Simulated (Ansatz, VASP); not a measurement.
**SrO: VASP beside Ansatz**

The input INCAR:

```
PREC = Accurate
ENCUT = 600
EDIFF = 1E-6
ISMEAR = 0
SIGMA = 0.01
LREAL = F
LASPH = T
NELM = 120
ALGO = Normal
ISIF = 2
LWAVE = F
LCHARG = T
GGA = PE
LELF = T
LVHAR = T
NBANDS = 15
GGA_COMPAT = F
```

File KPOINTS:

```
Automatic mesh
0
Gamma
  6 6 6
```

Contents of POSCAR:

```
SrO
1.0
    0.0000000000      2.5976061938      2.5976061938
    2.5976061938      0.0000000000      2.5976061938
    2.5976061938      2.5976061938      0.0000000000
Sr O
1 1
Direct
    0.0000000000      0.0000000000      0.0000000000
    0.5000000000      0.5000000000      0.5000000000
```

Input for Ansatz:

```yaml
crystal:
  lattice:
    - [0.0, 2.5976061938, 2.5976061938]
    - [2.5976061938, 0.0, 2.5976061938]
    - [2.5976061938, 2.5976061938, 0.0]
  atoms:
    - { symbol: Sr, position: [0.0, 0.0, 0.0] }
    - { symbol: O, position: [0.5, 0.5, 0.5] }
basis:
  ecutwfc: 420
kpoints:
  mp_grid: { grid: [6, 6, 6] }
  band_path:
    path:
      - [0.0, 0.0, 0.0]
      - [0.0, 0.0, 0.0]
      - [0.0, 0.0, 0.0]
      - [0.0, 0.0, 0.0]
      - [0.0, 0.0, 0.0]
      - [0.0, 0.0, 0.0]
      - [0.0, 0.0, 0.0]
      - [0.0, 0.0, 0.0]
      - [0.0, 0.0, 0.0]
      - [0.0, 0.0, 0.0]
      - [0.0, 0.0, 0.0]
      - [0.0, 0.0, 0.0]
      - [0.0, 0.0, 0.0]
      - [0.0, 0.0, 0.0]
      - [0.0, 0.0, 0.0]
      - [0.0, 0.0, 0.0]
      - [0.0, 0.0, 0.0]
      - [0.0, 0.0, 0.0]
      - [0.0, 0.0, 0.0]
      - [0.0, 0.0, 0.0]
      - [0.0, 0.0, 0.0]
      - [0.0, 0.0, 0.0]
      - [0.0, 0.0, 0.0]
      - [0.0, 0.0, 0.0]
      - [0.0, 0.0, 0.0]
      - [0.0, 0.0, 0.0]
      - [0.3, 0.3, 0.0]
      - [0.3166666667, 0.3166666667, 0.0]
      - [0.3333333333, 0.3333333333, 0.0]
      - [0.35, 0.35, 0.0]
      - [0.3666666667, 0.3666666667, 0.0]
      - [0.3833333333, 0.3833333333, 0.0]
      - [0.4, 0.4, 0.0]
      - [0.4166666667, 0.4166666667, 0.0]
      - [0.4333333333, 0.4333333333, 0.0]
      - [0.45, 0.45, 0.0]
      - [0.4666666667, 0.4666666667, 0.0]
      - [0.4833333333, 0.4833333333, 0.0]
      - [0.5, 0.5, 0.0]
      - [0.5, 0.5, 0.5]
      - [0.5, 0.5, 0.5]
      - [0.5, 0.5, 0.5]
      - [0.5, 0.5, 0.5]
      - [0.5, 0.5, 0.5]
      - [0.5, 0.5, 0.5]
      - [0.5, 0.5, 0.5]
      - [0.5, 0.5, 0.5]
      - [0.5, 0.5, 0.5]
      - [0.5, 0.5, 0.5]
      - [0.5, 0.5, 0.5]
      - [0.5, 0.5, 0.5]
      - [0.5, 0.5, 0.5]
      - [0.5, 0.5, 0.5]
      - [0.5, 0.5, 0.5]
      - [0.5, 0.5, 0.5]
      - [0.5, 0.5, 0.5]
      - [0.5, 0.5, 0.5]
      - [0.5, 0.5, 0.5]
      - [0.5, 0.5, 0.5]
      - [0.5, 0.5, 0.5]
      - [0.5, 0.5, 0.5]
      - [0.5, 0.5, 0.5]
      - [0.5, 0.5, 0.5]
      - [0.5, 0.5, 0.5]
      - [0.5, 0.5, 0.5]
    npoints: 1
hamiltonian:
  xc: pbe
  pseudopotentials: { kind: paw, azcp: { folder: soft_1 } }
scf:
  occupations: { method: fixed }
  n_extra_bands: 5
output:
  eigenvalues: true
```

Alike in both runs: task single point; functional PBE; k mesh 6 × 6 × 6; no spin polarisation.

|  | VASP | Ansatz |
| --- | --- | --- |
| version | VASP 6.6.1 | Ansatz 0.2.0 |
| potentials or method | VASP PAW PBE potentials, release 64 (Sr_sv, O), cutoff 600 eV | scalar-relativistic, plane waves, PAW |
| occupations | gaussian, width 0.01 eV | fixed |
| valence electrons in the cell | 16 | 16 |

```tsv
	VASP	Ansatz	Ansatz less VASP
gap on the k mesh at the Fermi level (eV)	3.28	3.33	+0.045
least direct gap on the mesh (eV)	3.39	3.42	+0.036
```
